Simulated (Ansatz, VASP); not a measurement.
**TaSb: VASP beside Ansatz**

The input INCAR:

```
SYSTEM = TaSb
ALGO = Normal
EDIFF = 1E-6
ENCUT = 520
ISIF = 2
ISMEAR = -1
LASPH = .TRUE.
LCHARG = .FALSE.
LREAL = .FALSE.
LWAVE = .FALSE.
NBANDS = 15
NELM = 80
PREC = Accurate
SIGMA = 0.05
```

File KPOINTS:

```
k-points
0
G
  13 13 13
  0 0 0
```

Contents of POSCAR:

```
TaSb
1.0
    0.0000000000      2.3369443994      2.3369443994
    2.3369443994      0.0000000000      2.3369443994
    2.3369443994      2.3369443994      0.0000000000
Ta Sb
1 1
Direct
    0.0000000000      0.0000000000      0.0000000000
    0.5000000000      0.5000000000      0.5000000000
```

Input for Ansatz:

```yaml
crystal:
  lattice:
    - [0.0, 2.3369443994, 2.3369443994]
    - [2.3369443994, 0.0, 2.3369443994]
    - [2.3369443994, 2.3369443994, 0.0]
  atoms:
    - { symbol: Ta, position: [0.0, 0.0, 0.0] }
    - { symbol: Sb, position: [0.5, 0.5, 0.5] }
kpoints:
  mp_grid: { grid: [13, 13, 13] }
scf:
  occupations: { method: fermi_dirac, width: 0.05 }
hamiltonian:
  xc: lda
  pseudopotentials: { kind: all_electron, lapw: { basis_error: 0.001 } }
output:
  forces: true
  stress: true
  eigenvalues: true
  populations: true
```

Change from the starting cell: volume scaled by 0.6, LAPW.

Alike in both runs: task single point; functional LDA; k mesh 13 × 13 × 13; occupations fermi-dirac, width 0.05 eV; no spin polarisation.

|  | VASP | Ansatz |
| --- | --- | --- |
| version | VASP 6.6.1 | Ansatz 0.2.0 |
| potentials or method | VASP PAW LDA potentials, release 64 (Ta_pv, Sb), cutoff 520 eV | all-electron LAPW, scalar-relativistic |

```tsv
	VASP	Ansatz	Ansatz less VASP
pressure (GPa)	213.0	209.1	-3.89
```

LDA's correlation is that of Perdew and Zunger in VASP and of Perdew and Wang (1992) in Ansatz. Both programs put the cell under a high pressure, so it lies far from rest at this level. Ansatz ran all-electron here, and VASP with PAW potentials.

Neither program's run includes spin-orbit coupling. Noted on VASP's run: the cell as given lies far from equilibrium.
